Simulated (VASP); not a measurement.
Wanted: the native input for a VASP 6.6.1 run.

| Property | Result |
| --- | --- |
| Task | relaxation of cell and atoms |
| Functional | PBEsol |
| Potentials or basis | VASP PAW PBE potentials, release 64 (Zn, O) |
| Cutoff | 600 eV |
| k mesh | 9 × 9 × 5 |
| Occupations | fermi-dirac, width 0.05 eV |
| Spin | no spin polarisation |
| Dipole correction | no |
| Further INCAR settings | ALGO = Normal; EDIFF = 1e-06; IBRION = 2; EDIFFG = -0.01; NSW = 60; ISIF = 3 |

The structure of ZnO lies in POSCAR:

```
ZnO
1.0
    3.2493080000      0.0000000000      0.0000000000
   -1.6246540000      2.8139832727      0.0000000000
    0.0000000000      0.0000000000      5.2057090000
Zn O
2 2
Direct
    0.6666666667      0.3333333333      0.0000000000
    0.3333333333      0.6666666667      0.5000000000
    0.3333333333      0.6666666667      0.8790100000
    0.6666666667      0.3333333333      0.3790100000
```

The input as run:

INCAR

```
PREC = Accurate ; ENCUT = 600
EDIFF = 1E-6 ; ISMEAR = -1
SIGMA = 0.05 ; LREAL = False
LASPH = True ; NELM = 80
ALGO = Normal ; ISIF = 3
LWAVE = False ; LCHARG = False
GGA = PS ; IBRION = 2
NSW = 60 ; EDIFFG = -0.01
```

KPOINTS

```
regular mesh
0
Gamma
  9 9 5
```

Potentials or basis: VASP PAW PBE potentials, release 64 (Zn, O).

Launch:

```bash
$ cat potpaw_PBE.64/Zn/POTCAR potpaw_PBE.64/O/POTCAR > POTCAR
$ mpirun -np 1 vasp_std > vasp.out
```

Results of the run:

```yaml
Relaxed_volume: 11.84 Å³/atom
Relaxed_cell: a = 3.236 Å, b = 3.236 Å, c = 5.222 Å, α = 90.00°, β = 90.00°, γ = 120.00°
Space_group_after_relaxing_to_0.1_Å: P6_3mc (No. 186)
Energy_gained_by_relaxing: 0.4 meV/atom
Ionic_steps: 8
Pressure_after_relaxing: 0.0 GPa
Band_gap_on_the_k_mesh: 0.68 eV
```

Caveat: the PAW data sets were made with another functional, which shifts forces and pressure a little.

Wall time 81 s on 1 thread of Intel(R) Xeon(R) 6975P-C (Granite Rapids), on a shared host, peak memory 0.19 GiB.
